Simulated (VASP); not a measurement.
# Sb (R-3m) in VASP: notebook

Runs on Sb. Level: PBE+D3(BJ). Tasks: relaxation of shape and atoms at fixed volume, relaxation of the atoms.

Everything below comes from runs of VASP 6.6.1. Logs are shortened: lines on timing, memory, paths and dates and some standing lists are left out, and cuts for length are marked.

### 1 The cell of the first run

It takes space group R-3m (No. 166, trigonal). Conventional cell: a = 4.366 Å, b = 4.366 Å, c = 11.148 Å, α = 90.00°, β = 90.00°, γ = 120.00°. Within 3.9 Å of Sb (site symmetry 3m) lie 6 Sb at 2.96 to 3.32 Å.

### 2 Relaxation of shape and atoms at fixed volume, PBE+D3(BJ) (30.67 Å³/atom)

Contents of INCAR:

```
  PREC = Accurate
  ENCUT = 600
  EDIFF = 1E-6
  ISMEAR = 0
  SIGMA = 0.1
  LREAL = F
  LASPH = T
  NELM = 80
  ALGO = Normal
  ISIF = 4
  LWAVE = F
  LCHARG = F
  GGA = PE
  IVDW = 12
  IBRION = 2
  NSW = 50
  EDIFFG = -0.01
```

Contents of KPOINTS:

```
Automatic mesh
0
Gamma
  12 12 12
```

Contents of POSCAR:

```
Sb
1.0
    2.1830117818      1.2603624399      3.7161093218
   -2.1830117818      1.2603624399      3.7161093218
    0.0000000000     -2.5207248798      3.7161093218
Sb
2
Direct
    0.2361487233      0.2361487233      0.2361487233
    0.7638512767      0.7638512767      0.7638512767
```

Potentials or basis: VASP PAW PBE potentials, release 64 (Sb).

Run with:

```bash
$ cat potpaw_PBE.64/Sb/POTCAR > POTCAR
$ mpirun -np 1 vasp_std > vasp.out
```

OUTCAR:

```text
PREC = Accurate
   ENCUT = 600
   EDIFF = 1E-6
   ISMEAR = 0
   LREAL = F
   LASPH = T
   NELM = 80
   ISIF = 4
   GGA = PE
   IVDW = 12
   IBRION = 2
   NSW = 50
   EDIFFG = -0.01
 IVDW          = 12

 ion  position               nearest neighbor table
   1  0.236  0.236  0.236-   2 2.96   2 2.96   2 2.96   2 3.32   2 3.32   2 3.32
   2  0.764  0.764  0.764-   1 2.96   1 2.96   1 2.96   1 3.32   1 3.32   1 3.32

  LATTYP: Found a trigonal (rhomboedric) cell.
 ALAT       =     4.4903810986
 COS(alpha) =     0.5273107206

  Lattice vectors:

 A1 = (   2.1830117818,   1.2603624399,   3.7161093218)
 A2 = (  -2.1830117818,   1.2603624399,   3.7161093218)
 A3 = (   0.0000000000,  -2.5207248798,   3.7161093218)

Analysis of symmetry for initial positions (statically):
=====================================================================
 Subroutine PRICEL returns:
 Original cell was already a primitive cell.

 Routine SETGRP: Setting up the symmetry group for a
 trigonal (rhombohedral) supercell.

 Subroutine GETGRP returns: Found 12 space group operations
 (whereof 12 operations were pure point group operations)
 out of a pool of 12 trial point group operations.

The static configuration has the point symmetry D_3d.

Analysis of symmetry for dynamics (positions and initial velocities):
=====================================================================
 Subroutine PRICEL returns:
 Original cell was already a primitive cell.

 Routine SETGRP: Setting up the symmetry group for a
 trigonal (rhombohedral) supercell.

 Subroutine GETGRP returns: Found 12 space group operations
 (whereof 12 operations were pure point group operations)
 out of a pool of 12 trial point group operations.

The dynamic configuration has the point symmetry D_3d.

 Subroutine INISYM returns: Found 12 space group operations
 (whereof 12 operations are pure point group operations),
 and found     1 'primitive' translations

----------------------------------------------------------------------------------------

                                     Primitive cell

  volume of cell :      61.3467

  direct lattice vectors                    reciprocal lattice vectors
     2.183011782  1.260362440  3.716109322     0.229041366  0.132237094  0.089699550
    -2.183011782  1.260362440  3.716109322    -0.229041366  0.132237094  0.089699550
     0.000000000 -2.520724880  3.716109322     0.000000000 -0.264474188  0.089699550

  length of vectors
     4.490381099  4.490381099  4.490381099     0.279271562  0.279271562  0.279271562

  position of ions in fractional coordinates (direct lattice)
     0.236148723  0.236148723  0.236148723
     0.763851277  0.763851277  0.763851277

  ion indices of the primitive-cell ions
   primitive index   ion index
                 1           1
                 2           2

----------------------------------------------------------------------------------------

 KPOINTS: Automatic mesh

Automatic generation of k-mesh.
 Grid dimensions read from file:
 generate k-points for:   12   12   12

 Generating k-lattice:

  Cartesian coordinates                     Fractional coordinates (reciprocal lattice)
     0.019086780  0.011019758  0.007474962     0.083333333  0.000000000  0.000000000
    -0.019086780  0.011019758  0.007474962     0.000000000  0.083333333  0.000000000
     0.000000000 -0.022039516  0.007474962     0.000000000  0.000000000  0.083333333

  Length of vectors
     0.023272630  0.023272630  0.023272630

  Shift w.r.t. Gamma in fractional coordinates (k-lattice)
     0.000000000  0.000000000  0.000000000

 Subroutine IBZKPT returns following result:
 ===========================================

 Found    189 irreducible k-points:

 Following reciprocal coordinates:
            Coordinates               Weight
  0.000000  0.000000  0.000000      1.000000
  0.083333  0.000000  0.000000      6.000000
  0.166667 -0.000000  0.000000      6.000000
  0.250000 -0.000000  0.000000      6.000000
  0.333333 -0.000000  0.000000      6.000000
  0.416667 -0.000000  0.000000      6.000000
[... 16 lines left out ...]
  0.500000  0.166667  0.000000     12.000000
 -0.416667  0.166667 -0.000000     12.000000
 [... further k-points ...]
   k-points           NKPTS =    189   k-points in BZ     NKDIM =    189   number of bands    NBANDS=      9
   number of dos      NEDOS =    301   number of ions     NIONS =      2
   total plane-waves  NPLWV =  46656
   dimension x,y,z NGX =    36 NGY =   36 NGZ =   36
   dimension x,y,z NGXF=    72 NGYF=   72 NGZF=   72
   ions per type =               2
   NGX,Y,Z   is equivalent  to a cutoff of  13.33, 13.33, 13.33 a.u.
   NGXF,Y,Z  is equivalent  to a cutoff of  26.66, 26.66, 26.66 a.u.
 SYSTEM =  unknown system
   PREC   = accura    normal or accurate (medium, high low for compatibility)
   ISTART =      0    job   : 0-new  1-cont  2-samecut
   ICHARG =      2    charge: 1-file 2-atom 10-const
   ISPIN  =      1    spin polarized calculation?
   LNONCOLLINEAR =      F non collinear calculations
   LSORBIT =      F    spin-orbit coupling
   LASPH  =      T    aspherical Exc in radial PAW
   ENCUT  =  600.0 eV  44.10 Ry    6.64 a.u.   8.97  8.97  8.97*2*pi/ulx,y,z
   NELM   =     80;   NELMIN=  2; NELMDL= -5     # of ELM steps
   EDIFF  = 0.1E-05   stopping-criterion for ELM
   LREAL  =      F    real-space projection
   EDIFFG = -.1E-01   stopping-criterion for IOM
   NSW    =     50    number of steps for IOM
   IBRION =      2    ionic relax: 0-MD 1-quasi-New 2-CG
   NFREE  =      1    steps in history (QN), initial steepest desc. (CG)
   ISIF   =      4    stress and relaxation
   ISYM   =      2    0-nonsym 1-usesym 2-fastsym
   POTIM  = 0.5000    time-step for ionic-motion
   TEBEG  =    0.0;   TEEND  =   0.0 temperature during run
   PSTRESS=    0.0 pullay stress
   NELECT =      10.0000    total number of electrons
   NUPDOWN=      -1.0000    fix difference up-down
   EMIN   =  10.00;   EMAX   =-10.00  energy-range for DOS
   EFERMI =   0.00;   METHOD = LEGACY
   ISMEAR =     0;   SIGMA  =   0.10  broadening in eV -4-tet -1-fermi 0-gaus
   EFERMI_NEDOS =   21; number of points for ismear=-14 and -15
   IALGO  =     38    algorithm
   IMIX   =      4    mixing-type and parameters
     AMIX     =   0.40;   BMIX     =  1.00
     AMIX_MAG =   1.60;   BMIX_MAG =  1.00
  volume/ion in A,a.u.               =      30.67       206.99
  Fermi-wavevector in a.u.,A,eV,Ry     =   0.894289  1.689961 10.881290  0.799752
  Thomas-Fermi vector in A             =   2.016475
   LORBIT       =      0    0 simple, 1 ext, 2 COOP (PROOUT), +10 PAW based schemes
   GGA     = PE    functional components
   LHFCALC =     F    Hartree Fock is set to
   AEXX    =    0.0000 exact exchange contribution
   IVDW    =    12    specifies the selected vdW correction
   LEPSILON=     F    determine dielectric tensor
   LRPA    =     F    only Hartree local field effects (RPA)
 conjugate gradient relaxation of ions
 non-spin polarized calculation
 Gauss-broadening in eV      SIGMA  =   0.10
  energy-cutoff  :      600.00
  volume of cell :       61.35
 maximum number of plane-waves:      2069
   NGX = 17   NGY = 17   NGZ = 17

--------------------------------------- Ionic step        1  -------------------------------------------

 number of electron      10.0000000 magnetization

 Free energy of the ion-electron system (eV)
  ---------------------------------------------------
  ext. energy  EPLUGINS =         0.00000000
  ---------------------------------------------------
  free energy    TOTEN  =        -8.26585796 eV

  energy without entropy =       -8.26519246  energy(sigma->0) =       -8.26552521

------------------------ aborting loop because EDIFF is reached ----------------------------------------

 Edisp (eV)   -0.93020

 E8    (eV) :    -0.4340

  FORCE on cell =-STRESS in cart. coord.  units (eV):
  Direction    XX          YY          ZZ          XY          YZ          ZX
  --------------------------------------------------------------------------------------
  -------------------------------------------------------------------------------------
  Total      -0.63876    -0.63876    -0.54491     0.00000    -0.00000     0.00000
  in kB     -16.68241   -16.68241   -14.23116     0.00000    -0.00000     0.00000
  external pressure =      -15.87 kB  Pullay stress =        0.00 kB
[... 141 lines left out ...]
  energy  without entropy=       -9.1967887054  energy(sigma->0) =       -9.19708413

--------------------------------------- Ionic step        5  -------------------------------------------

 number of electron      10.0000000 magnetization

 Free energy of the ion-electron system (eV)
  ---------------------------------------------------
  ext. energy  EPLUGINS =         0.00000000
  ---------------------------------------------------
  free energy    TOTEN  =        -8.26725450 eV

  energy without entropy =       -8.26665578  energy(sigma->0) =       -8.26695514

 E-fermi :   7.0293     XC(G=0):  -9.4710

 val. band max:        6.9306166427   @ k =   0.4167   0.0833   0.0833
 cond. band min:       7.0685213707   @ k =  -0.4167   0.5000   0.4167
 fundamental gap:      0.1379047280
 Fermi energy:         7.0292739408

 k-point     1 :       0.0000    0.0000    0.0000
  band No.  band energies     occupation
      1      -5.4816      2.00000
      2       2.2084      2.00000
      3       5.1240      2.00000
      4       5.2918      2.00000
      5       5.2918      2.00000
      6       9.2771      0.00000
      7       9.7977      0.00000
      8       9.7977      0.00000
      9      12.0836      0.00000
[... 265 lines left out ...]
 k-point    24 :      -0.4167    0.1667   -0.0000
  band No.  band energies     occupation
      1      -3.0121      2.00000
      2      -2.3299      2.00000
      3       3.4567      2.00000
      4       4.9430      2.00000
      5       5.4061      2.00000
      6       8.0052      0.00000
      7       8.3552      0.00000
      8      10.1200      0.00000
      9      13.6377      0.00000

 [... further k-points ...]

------------------------ aborting loop because EDIFF is reached ----------------------------------------

 Edisp (eV)   -0.93018

 E8    (eV) :    -0.4340

  FORCE on cell =-STRESS in cart. coord.  units (eV):
  Direction    XX          YY          ZZ          XY          YZ          ZX
  --------------------------------------------------------------------------------------
  -------------------------------------------------------------------------------------
  Total      -0.48783    -0.48783    -0.46829    -0.00000    -0.00000     0.00000
  in kB     -12.74045   -12.74045   -12.23010    -0.00000    -0.00000     0.00000
  external pressure =      -12.57 kB  Pullay stress =        0.00 kB
[... 17 lines left out ...]
  FREE ENERGIE OF THE ION-ELECTRON SYSTEM (eV)
  ---------------------------------------------------
  free  energy   TOTEN  =        -9.1974338376 eV

  energy  without entropy=       -9.1968351102  energy(sigma->0) =       -9.19713447

 reached required accuracy - stopping structural energy minimisation
```

It took 10 min on 1 thread of AMD EPYC 7R43 (Zen 3), shared host; peak memory 0.25 GiB.

Results:

```
Free energy                  : -9.1974 eV
Energy gained by relaxing    : 0.7 meV/atom
Ionic steps                  : 5
Pressure after relaxing      : -1.3 GPa
Largest force after relaxing : 0.004 eV/Å
Band gap on the k mesh       : zero (bands 5 and 6 overlap by 0.21 eV)
Dispersion energy per atom   : -0.465 eV
```

Forces in eV/Å, atoms in the order of the input:
```
Sb   0.000  0.000  0.004
Sb   0.000  0.000 -0.004
```

The path:
| step | energy change (eV) | largest force (eV/Å) | pressure (GPa) | volume (Å³) |
| --- | --- | --- | --- | --- |
| 1 | 0.0000 | 0.0886 | -1.59 | 61.35 |
| 2 | -0.0008 | 0.0555 | -1.48 | 61.35 |
| 3 | -0.0013 | 0.0039 | -1.31 | 61.35 |
| 4 | -0.0013 | 0.0102 | -1.26 | 61.35 |
| 5 | -0.0014 | 0.0039 | -1.26 | 61.35 |

Final structure:
```xyz
2
Lattice="2.1768 1.2568 3.7373 -2.1768 1.2568 3.7373 0.0000 -2.5136 3.7373" Properties=species:S:1:pos:R:3 pbc="T T T"
Sb    0.0000    0.0000    2.6356
Sb    0.0000    0.0000    8.5764
```

Levels at points of the mesh, in eV from the Fermi level:
```
           k point  band 2  band 3  band 4  band 5  band 6  band 7  band 8  band 9
(0.00, 0.00, 0.00)   -4.82   -1.91   -1.74   -1.74    2.25    2.77    2.77    5.05
(0.50, 0.00, 0.00)   -9.54   -1.75   -1.59   -0.25   -0.16    0.26    0.43    7.76
(0.50, 0.50, 0.00)   -7.87   -5.34   -3.62   -3.57    1.70    4.93    5.41    6.88
(0.50, 0.50, 0.50)   -8.93   -1.22   -1.22   -0.47    0.08    0.08    1.01    7.18
```

Caveat: spin-orbit coupling is left out, which moves the levels of the heavy elements.

### 3 Relaxation of shape and atoms at fixed volume, PBE+D3(BJ) (31.57 Å³/atom)

This run uses another cell than the first one, of 31.57 Å³/atom.

Contents of INCAR:

```
PREC = Accurate
ENCUT = 600
EDIFF = 1E-7
ISMEAR = 0
SIGMA = 0.1
LREAL = F
LASPH = T
NELM = 100
ALGO = Normal
ISIF = 4
LWAVE = F
LCHARG = F
GGA = PE
IVDW = 12
IBRION = 2
NSW = 50
EDIFFG = -0.01
```

KPOINTS is that of step 2.

Contents of POSCAR:

```
Sb
1.0
    2.1970409801      1.2684622013      3.7756607593
   -2.1970409801      1.2684622013      3.7756607593
    0.0000000000     -2.5369244025      3.7756607593
Sb
2
Direct
    0.2347477167      0.2347477167      0.2347477167
    0.7652522833      0.7652522833      0.7652522833
```

Potentials or basis: VASP PAW PBE potentials, release 64 (Sb).

Run with:

```bash
$ cat potpaw_PBE.64/Sb/POTCAR > POTCAR
$ mpirun -np 1 vasp_std > vasp.out
```

Wall time 12 min (1 thread of AMD EPYC 7R43 (Zen 3), shared host); peak memory 0.28 GiB.

It converged, with:

```yaml
Free_energy: -9.1780 eV
Energy_gained_by_relaxing: 0.9 meV/atom
Ionic_steps: 5
Pressure_after_relaxing: -2.2 GPa
Largest_force_after_relaxing: 0.005 eV/Å
Band_gap_on_the_k_mesh: zero (bands 5 and 6 overlap by 0.19 eV)
Dispersion_energy_per_atom: -0.451 eV
```

Forces on the atoms (eV/Å):
```
Sb   0.000  0.000  0.005
Sb   0.000  0.000 -0.005
```

Step by step:
| step | energy change (eV) | largest force (eV/Å) | pressure (GPa) | volume (Å³) |
| --- | --- | --- | --- | --- |
| 1 | 0.0000 | 0.0937 | -2.59 | 63.13 |
| 2 | -0.0010 | 0.0597 | -2.47 | 63.13 |
| 3 | -0.0018 | 0.0005 | -2.26 | 63.13 |
| 4 | -0.0018 | 0.0148 | -2.20 | 63.13 |
| 5 | -0.0019 | 0.0050 | -2.20 | 63.13 |

Final structure:
```
Sb
1.0
     2.18802    1.26326    3.80685
    -2.18802    1.26326    3.80685
     0.00000   -2.52651    3.80685
Sb
2
Cartesian
  0.0000 0.0000 2.6677
  0.0000 0.0000 8.7529
```

Levels at points of the mesh, in eV from the Fermi level:
```csv
k point,band 3,band 4,band 5,band 6,band 7,band 8
"(0.00, 0.00, 0.00)",-1.88,-1.67,-1.67,2.09,2.67,2.67
"(0.50, 0.00, 0.00)",-1.79,-1.67,-0.22,-0.17,0.27,0.59
"(0.50, 0.50, 0.00)",-5.13,-3.49,-3.43,1.71,4.77,5.36
"(0.50, 0.50, 0.50)",-1.20,-1.20,-0.51,0.22,0.22,1.08
```

Caveat: spin-orbit coupling is left out, which moves the levels of the heavy elements.

### 4 Relaxation of shape and atoms at fixed volume, PBE+D3(BJ) (32.76 Å³/atom)

This run uses another cell than the first one, of 32.76 Å³/atom.

INCAR is that of step 3.

KPOINTS is that of step 3.

Contents of POSCAR:

```
Sb
1.0
    2.2147789950      1.2787032490      3.8556296330
   -2.2147789950      1.2787032490      3.8556296330
    0.0000000000     -2.5574064979      3.8556296330
Sb
2
Direct
    0.2332704938      0.2332704938      0.2332704938
    0.7667295062      0.7667295062      0.7667295062
```

Run with:

```bash
$ cat potpaw_PBE.64/Sb/POTCAR > POTCAR
$ mpirun -np 1 vasp_std > vasp.out
```

Run time: 15 min. Hardware: 1 thread of AMD EPYC 7R43 (Zen 3), shared host; peak memory 0.31 GiB.

Results (log left out):

* Free energy: -9.1381 eV
* Energy gained by relaxing: 2.0 meV/atom
* Ionic steps: 6
* Pressure after relaxing: -3.1 GPa
* Band gap on the k mesh: zero (bands 5 and 6 overlap by 0.15 eV)
* Dispersion energy per atom: -0.434 eV

The path:
```csv
step,energy change (eV),largest force (eV/Å),pressure (GPa),volume (Å³)
1,0.0000,0.1345,-3.73,65.52
2,-0.0020,0.0863,-3.55,65.52
3,-0.0037,0.0160,-3.18,65.52
4,-0.0037,0.0260,-3.15,65.52
5,-0.0040,0.0098,-3.13,65.52
6,-0.0040,0.0000,-3.12,65.52
```

Final structure:
```
CELL_PARAMETERS angstrom
2.19904 1.26961 3.91103
-2.19904 1.26961 3.91103
0.00000 -2.53923 3.91103
ATOMIC_POSITIONS crystal
Sb 0.23163 0.23163 0.23163
Sb 0.76837 0.76837 0.76837
```

Levels at points of the mesh, in eV from the Fermi level:
| k point | band 2 | band 3 | band 4 | band 5 | band 6 | band 7 | band 8 | band 9 |
| --- | --- | --- | --- | --- | --- | --- | --- | --- |
| (0.00, 0.00, 0.00) | -5.14 | -1.87 | -1.58 | -1.58 | 1.90 | 2.56 | 2.56 | 5.33 |
| (0.50, 0.00, 0.00) | -9.20 | -1.84 | -1.78 | -0.22 | -0.17 | 0.32 | 0.80 | 7.36 |
| (0.50, 0.50, 0.00) | -7.92 | -4.86 | -3.33 | -3.25 | 1.73 | 4.56 | 5.33 | 6.27 |
| (0.50, 0.50, 0.50) | -8.48 | -1.18 | -1.18 | -0.53 | 0.42 | 0.42 | 1.19 | 6.73 |

Caveat: spin-orbit coupling is left out, which moves the levels of the heavy elements.

### 5 Relaxation of the atoms, PBE+D3(BJ)

This run uses another cell than the first one, of 30.21 Å³/atom.

Contents of INCAR:

```
PREC = Accurate ; ENCUT = 520
EDIFF = 1E-6 ; ISMEAR = 0
SIGMA = 0.1 ; LREAL = F
LASPH = T ; NELM = 80
ALGO = Fast ; ISIF = 2
LWAVE = F ; LCHARG = F
GGA = PE ; IVDW = 12
IBRION = 2 ; NSW = 60
EDIFFG = -0.01
```

KPOINTS is that of step 4.

Contents of POSCAR:

```
Sb
1.0
    2.1542000000      1.2437279499      3.7580000000
   -2.1542000000      1.2437279499      3.7580000000
    0.0000000000     -2.4874558998      3.7580000000
Sb
2
Direct
    0.2334900000      0.2334900000      0.2334900000
    0.7665100000      0.7665100000      0.7665100000
```

Run with:

```bash
$ cat potpaw_PBE.64/Sb/POTCAR > POTCAR
$ mpirun -np 1 vasp_std > vasp.out
```

Wall time 5.5 min (1 thread of Oxide Virtual Turin-like, shared host); peak memory 0.24 GiB.

It converged, with:

```yaml
Free_energy: -9.2008 eV
Energy_gained_by_relaxing: 2.7 meV/atom
Ionic_steps: 3
Pressure_after_relaxing: -0.4 GPa
Band_gap_on_the_k_mesh: zero (bands 5 and 6 overlap by 0.26 eV)
Dispersion_energy_per_atom: -0.473 eV
```

Stress tensor (GPa, compression positive):
```
-0.17  0.00  0.00
 0.00 -0.17  0.00
 0.00  0.00 -1.00
```

The path:
| step | energy change (eV) | largest force (eV/Å) | pressure (GPa) |
| --- | --- | --- | --- |
| 1 | 0.0000 | 0.2375 | 0.19 |
| 2 | -0.0040 | 0.1146 | -0.13 |
| 3 | -0.0053 | 0.0017 | -0.45 |

Final structure:
```cif
data_structure
_symmetry_space_group_name_H-M 'P 1'
_symmetry_Int_Tables_number 1
_cell_length_a 4.5067
_cell_length_b 4.5067
_cell_length_c 4.5067
_cell_angle_alpha 57.110
_cell_angle_beta 57.110
_cell_angle_gamma 57.110
_cell_volume 60.41
loop_
_atom_site_label
_atom_site_type_symbol
_atom_site_fract_x
_atom_site_fract_y
_atom_site_fract_z
_atom_site_occupancy
Sb1 Sb 0.23556 0.23556 0.23556 1
Sb2 Sb 0.76444 0.76444 0.76444 1
```

Levels at points of the mesh, in eV from the Fermi level:
```tsv
k point	band 1	band 2	band 3	band 4	band 5	band 6	band 7	band 8	band 9
(0.00, 0.00, 0.00)	-12.67	-4.81	-2.12	-1.74	-1.74	2.25	2.75	2.75	5.05
(0.50, 0.00, 0.00)	-10.29	-9.64	-1.79	-1.74	-0.32	-0.18	0.10	0.36	7.60
(0.50, 0.50, 0.00)	-10.31	-7.92	-5.49	-3.79	-3.61	1.63	4.92	5.42	6.92
(0.50, 0.50, 0.50)	-11.05	-9.10	-1.20	-1.20	-0.36	0.08	0.08	1.06	7.12
```

Caveat: spin-orbit coupling is left out, which moves the levels of the heavy elements.

### 6 Summary

```tsv
task	cell	cutoff (eV)	gap on the mesh (eV)	pressure (GPa)
relaxation of shape and atoms at fixed volume	relaxed from a = 4.490 Å, angles 58.2°, 2 atoms, atomic positions A	600	none	-1.3
relaxation of shape and atoms at fixed volume	relaxed from a = 4.549 Å, angles 57.8°, 2 atoms, atomic positions B	600	none	-2.2
relaxation of shape and atoms at fixed volume	relaxed from a = 4.627 Å, angles 57.2°, 2 atoms, atomic positions C	600	none	-3.1
relaxation of the atoms	atoms relaxed from a = 4.507 Å, angles 57.1°, 2 atoms, atomic positions B	520	none	-0.4
```

Alike in all rows: level PBE+D3(BJ); potentials or basis VASP PAW PBE potentials, release 64 (Sb); no spin polarisation; k mesh 12 × 12 × 12; smearing gaussian 0.1 eV.

Caveats: spin-orbit coupling is left out, which moves the levels of the heavy elements.

Total energies depend on the potentials used, so only differences within one code and one set of settings carry meaning.

The gap in the log of VASP goes by the Fermi energy; the results here count the filled bands.